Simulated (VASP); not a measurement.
# Nb2Te (P6/mmm) in VASP: further runs, part 2 of 2

VASP 6.6.1. Earlier steps stand in the parts before.

### Step 5. Relaxation of cell and atoms, PBE

This run uses another cell than the first one, of 24.44 Å³/atom, 1.120 times its volume.

File INCAR:

```
SYSTEM = Nb2Te
PREC = Accurate ; ENCUT = 600
EDIFF = 1E-6 ; ISMEAR = 0
SIGMA = 0.1 ; LREAL = .False.
LASPH = .True. ; NELM = 80
ALGO = Fast ; ISIF = 3
LWAVE = .False. ; LCHARG = .False.
GGA = PE ; IBRION = 2
NSW = 90 ; EDIFFG = -0.04
```

File KPOINTS:

```
regular mesh
0
Gamma
  6 6 4
  0 0 0
```

File POSCAR:

```
Nb2Te
1.0
    4.4524703600      0.0000000000      0.0000000000
   -2.2262351800      3.8559524500      0.0000000000
    0.0000000000      0.0000000000      4.2701418000
Nb Te
2 1
Direct
    0.3333333300      0.6666666700      0.5000000000
    0.6666666700      0.3333333300      0.5000000000
    0.0000000000      0.0000000000      0.5000000000
```

Potentials or basis: VASP PAW PBE potentials, release 64 (Nb_sv, Te).

Run with:

```console
$ cat potpaw_PBE.64/Nb_sv/POTCAR potpaw_PBE.64/Te/POTCAR > POTCAR
$ mpirun -np 1 vasp_std > vasp.out
```

OUTCAR:

```text
SYSTEM = Nb2Te
   PREC = Accurate
   ENCUT = 600
   EDIFF = 1E-6
   ISMEAR = 0
   LREAL = .False.
   LASPH = .True.
   NELM = 80
   ISIF = 3
   GGA = PE
   IBRION = 2
   NSW = 90
   EDIFFG = -0.04

 ion  position               nearest neighbor table
   1  0.333  0.667  0.500-   3 2.57   2 2.57   2 2.57   3 2.57   3 2.57   2 2.57
   2  0.667  0.333  0.500-   3 2.57   1 2.57   1 2.57   3 2.57   3 2.57   1 2.57
   3  0.000  0.000  0.500-   1 2.57   2 2.57   2 2.57   1 2.57   2 2.57   1 2.57

  LATTYP: Found a hexagonal cell.
 ALAT       =     4.4524703600
 C/A-ratio  =     0.9590500227

  Lattice vectors:

 A1 = (   4.4524703600,   0.0000000000,   0.0000000000)
 A2 = (  -2.2262351800,   3.8559524500,   0.0000000000)
 A3 = (   0.0000000000,   0.0000000000,   4.2701418000)

Analysis of symmetry for initial positions (statically):
=====================================================================
 Subroutine PRICEL returns:
 Original cell was already a primitive cell.

 Routine SETGRP: Setting up the symmetry group for a
 hexagonal supercell.

 Subroutine GETGRP returns: Found 24 space group operations
 (whereof 24 operations were pure point group operations)
[... 700 lines left out ...]
  Total      -16.5223388    -16.5223389     -7.4926826     -0.0000000      0.0000000      0.0000000
  in kB     -203.8934242   -203.8934256    -92.4632239     -0.0000000      0.0000000      0.0000000
  external PRESSURE =    -166.7500246 kB  Pullay stress =       0.0000000 kB
[... 24 lines left out ...]
--------------------------------------- Ionic step        3  -------------------------------------------

 number of electron      31.9999997 magnetization

------------------------ aborting loop EDIFF was not reached (unconverged)  ----------------------------

  FORCE on cell =-STRESS in cart. coord.  units (eV):
  Direction    XX          YY          ZZ          XY          YZ          ZX
  --------------------------------------------------------------------------------------
  -------------------------------------------------------------------------------------
  Total       -3.8486449     -3.8486450     -4.4669676     -0.0000000     -0.0000000      0.0000000
  in kB      -68.4592248    -68.4592252    -79.4578726     -0.0000000     -0.0000000      0.0000000
  external PRESSURE =     -72.1254409 kB  Pullay stress =       0.0000000 kB
[... 1001 lines left out ...]
     19      11.1735      0.00000
     20      14.8856      0.00000

[... ionic steps 4 to 18 ...]

--------------------------------------- Ionic step       19  -------------------------------------------

 number of electron      31.9999997 magnetization

------------------------ aborting loop because EDIFF is reached ----------------------------------------
[... 69 lines left out ...]
--------------------------------------- Ionic step       21  -------------------------------------------

 number of electron      31.9999997 magnetization

 Free energy of the ion-electron system (eV)
  ---------------------------------------------------
  ext. energy  EPLUGINS =         0.00000000
  ---------------------------------------------------
  free energy    TOTEN  =       -21.61016268 eV

  energy without entropy =      -21.58455763  energy(sigma->0) =      -21.59736016

 E-fermi :  10.2309     XC(G=0): -11.3755

 val. band max:       10.2268311691   @ k =   0.1667   0.0000   0.2500
 cond. band min:      10.2624081102   @ k =   0.3333   0.1667   0.2500
 fundamental gap:      0.0355769411
 Fermi energy:        10.2309001591
[... 511 lines left out ...]
  FREE ENERGIE OF THE ION-ELECTRON SYSTEM (eV)
  ---------------------------------------------------
  free  energy   TOTEN  =       -21.6101626828 eV

  energy  without entropy=      -21.5845576335  energy(sigma->0) =      -21.59736016

 reached required accuracy - stopping structural energy minimisation
```

CONTCAR:

```text
Nb2Te
   1.00000000000000
     5.0305503206483007   -0.0000000000000000   -0.0000000000000000
    -2.5152751603241503    4.3565843848157373   -0.0000000000000000
     0.0000000000000000   -0.0000000000000000    2.9842431848354449
  Nb              Te
     2     1
Direct
     0.3333333300000021    0.6666666699999979    0.5000000000000000
     0.6666666699999979    0.3333333300000021    0.5000000000000000
     0.0000000000000000    0.0000000000000000    0.5000000000000000

  0.00000000E+00  0.00000000E+00  0.00000000E+00
  0.00000000E+00  0.00000000E+00  0.00000000E+00
  0.00000000E+00  0.00000000E+00  0.00000000E+00
```

It took 21 min on 1 thread of Intel Xeon 6975P-C (Granite Rapids), shared host; peak memory 0.25 GiB.

What came out:

| Property | Result |
| --- | --- |
| Free energy | -21.6102 eV |
| Relaxed volume | 21.80 Å³/atom |
| Relaxed cell | a = 5.031 Å, b = 5.031 Å, c = 2.984 Å, α = 90.00°, β = 90.00°, γ = 120.00° |
| Space group after relaxing (to 0.05 Å) | P6/mmm (No. 191) |
| Energy gained by relaxing | 988.7 meV/atom |
| Ionic steps | 21 |
| Pressure after relaxing | 0.0 GPa |
| Band gap on the k mesh | zero (band 16 reaches 11.25 eV, above the bottom of band 17 at 9.35 eV) |

The path:
| step | energy change (eV) | largest force (eV/Å) | pressure (GPa) | volume (Å³) |
| --- | --- | --- | --- | --- |
| 1 | 0.0000 | 0.0000 | 31.00 | 73.31 |
| 2 | 3.3678 | 0.0000 | -16.68 | 129.83 |
| 3 | -1.5549 | 0.0000 | -7.21 | 90.07 |
| 4 | -1.8430 | 0.0000 | -5.72 | 87.81 |
| 5 | -1.8511 | 0.0000 | -1.05 | 85.17 |
| 6 | -1.8830 | 0.0000 | -2.79 | 86.25 |
| 7 | -1.8826 | 0.0000 | -2.38 | 85.98 |
| 8 | -2.0881 | 0.0000 | -2.41 | 81.60 |
| 9 | -2.7014 | 0.0000 | 1.95 | 68.43 |
| 10 | 10.2468 | 0.0000 | 164.00 | 42.02 |
| 11 | -2.1949 | 0.0000 | 3.37 | 67.94 |
| 12 | -2.8321 | 0.0000 | -4.96 | 69.45 |
| 13 | -2.8322 | 0.0000 | -5.04 | 69.46 |
| 14 | -2.9068 | 0.0000 | -4.70 | 68.68 |
| 15 | -2.6272 | 0.0000 | -1.77 | 65.99 |
| 16 | -2.9250 | 0.0000 | -4.42 | 68.22 |
| 17 | -2.9546 | 0.0000 | -2.40 | 66.91 |
| 18 | -2.9631 | 0.0000 | -0.77 | 65.97 |
| 19 | -2.9635 | 0.0000 | -0.33 | 65.73 |
| 20 | -2.9652 | 0.0000 | -0.20 | 65.60 |
| 21 | -2.9662 | 0.0000 | 0.02 | 65.40 |

Final structure:
```
Nb Te
1.0
     5.03055    0.00000    0.00000
    -2.51528    4.35658    0.00000
     0.00000    0.00000    2.98424
Nb Te
2 1
Direct
  0.33333 0.66667 0.50000
  0.66667 0.33333 0.50000
  0.00000 0.00000 0.50000
```

Levels at points of the mesh, in eV from the Fermi level:
| k point | band 12 | band 13 | band 14 | band 15 | band 16 | band 17 | band 18 | band 19 | band 20 |
| --- | --- | --- | --- | --- | --- | --- | --- | --- | --- |
| (0.00, 0.00, 0.00) | -3.12 | -1.32 | -0.92 | -0.71 | -0.71 | 1.43 | 1.43 | 2.86 | 2.91 |
| (0.50, 0.00, 0.00) | -2.86 | -2.23 | -1.65 | -1.16 | 0.83 | 0.91 | 1.19 | 1.34 | 2.55 |
| (0.00, 0.00, 0.50) | -3.90 | -2.26 | -2.26 | -0.42 | -0.42 | 0.25 | 0.25 | 0.50 | 2.41 |
| (0.50, 0.00, 0.50) | -3.32 | -2.91 | -1.50 | -1.46 | -0.82 | 0.32 | 0.83 | 1.73 | 1.90 |

Caveat: the k points lie up to 0.53 Å⁻¹ apart in the final cell; spin-orbit coupling is left out, which moves the levels of the heavy elements.

### Step 6. Relaxation of cell and atoms, PBE

File INCAR:

```
  PREC = Accurate
  ENCUT = 600
  EDIFF = 1E-7
  ISMEAR = 0
  SIGMA = 0.1
  LREAL = False
  LASPH = True
  NELM = 60
  ALGO = Normal
  ISIF = 3
  LWAVE = False
  LCHARG = False
  GGA = PE
  IBRION = 2
  NSW = 90
  EDIFFG = -0.04
```

File KPOINTS:

```
regular mesh
0
Gamma
  6 6 6
```

File POSCAR:

```
Nb2Te
1.0
    5.0296623633      0.0000000000      0.0000000000
   -2.5148311817      4.3558153791      0.0000000000
    0.0000000000      0.0000000000      2.9864636657
Nb Te
2 1
Direct
    0.3333333333      0.6666666667      0.5000000000
    0.6666666667      0.3333333333      0.5000000000
    0.0000000000      0.0000000000      0.5000000000
```

Potentials or basis: VASP PAW PBE potentials, release 64 (Nb_sv, Te).

Run with:

```console
$ cat potpaw_PBE.64/Nb_sv/POTCAR potpaw_PBE.64/Te/POTCAR > POTCAR
$ mpirun -np 1 vasp_std > vasp.out
```

It took 59 s on 1 thread of Intel Xeon 6975P-C (Granite Rapids), shared host; peak memory 0.22 GiB.

Results (log left out):

```yaml
Free_energy: -21.7296 eV
Relaxed_volume: 21.59 Å³/atom
Relaxed_cell: a = 5.040 Å, b = 5.040 Å, c = 2.945 Å, α = 90.00°, β = 90.00°, γ = 120.00°
Space_group_after_relaxing_to_0.05_Å: P6/mmm (No. 191)
Energy_gained_by_relaxing: 2.8 meV/atom
Ionic_steps: 3
Pressure_after_relaxing: 0.1 GPa
Band_gap_on_the_k_mesh: zero (band 16 reaches 11.44 eV, above the bottom of band 17 at 9.40 eV)
```

The path:
| step | energy change (eV) | largest force (eV/Å) | pressure (GPa) | volume (Å³) |
| --- | --- | --- | --- | --- |
| 1 | 0.0000 | 0.0000 | -0.66 | 65.43 |
| 2 | -0.0075 | 0.0000 | 0.31 | 64.57 |
| 3 | -0.0084 | 0.0000 | 0.06 | 64.78 |

Final structure:
```
Nb Te
1.0
     5.04014    0.00000    0.00000
    -2.52007    4.36489    0.00000
     0.00000    0.00000    2.94479
Nb Te
2 1
Direct
  0.33333 0.66667 0.50000
  0.66667 0.33333 0.50000
  0.00000 0.00000 0.50000
```

Levels at points of the mesh, in eV from the Fermi level:
| k point | band 14 | band 15 | band 16 | band 17 | band 18 | band 19 |
| --- | --- | --- | --- | --- | --- | --- |
| (0.00, 0.00, 0.00) | -0.91 | -0.65 | -0.65 | 1.68 | 1.68 | 3.09 |
| (0.50, 0.00, 0.00) | -1.59 | -1.11 | 0.95 | 1.11 | 1.38 | 1.45 |
| (0.00, 0.00, 0.50) | -2.23 | -0.40 | -0.40 | 0.38 | 0.38 | 0.63 |
| (0.50, 0.00, 0.50) | -1.44 | -1.32 | -0.84 | 0.44 | 0.86 | 1.84 |

Caveat: spin-orbit coupling is left out, which moves the levels of the heavy elements.

### Step 7. Overview

```csv
task,cell,k mesh,cutoff (eV),gap on the mesh (eV),pressure (GPa),relaxed volume (Å³/atom)
single point,"a = 5.030, b = 5.030, c = 2.986 Å, angles 90.0, 90.0, 120.0°, 3 atoms",6 × 6 × 4,520,none,0.0,-
single point,"a = 4.452, b = 4.452, c = 4.270 Å, angles 90.0, 90.0, 120.0°, 3 atoms",6 × 6 × 4,520,none,31.0,-
single point,"a = 5.041, b = 5.041, c = 2.945 Å, angles 90.0, 90.0, 120.0°, 3 atoms",6 × 6 × 6,520,none,0.0,-
relaxation of cell and atoms,"relaxed from a = 4.452, b = 4.452, c = 4.270 Å, angles 90.0, 90.0, 120.0°, 3 atoms",6 × 6 × 4,600,none,0.0,21.80
relaxation of cell and atoms,"relaxed from a = 5.030, b = 5.030, c = 2.986 Å, angles 90.0, 90.0, 120.0°, 3 atoms",6 × 6 × 6,600,none,0.1,21.59
```

Alike in all rows: level PBE; potentials or basis VASP PAW PBE potentials, release 64 (Nb_sv, Te); no spin polarisation; smearing gaussian 0.1 eV.

Caveats: some runs use coarse meshes; spin-orbit coupling is left out, which moves the levels of the heavy elements.

Total energies depend on the potentials used, so only differences within one code and one set of settings carry meaning.
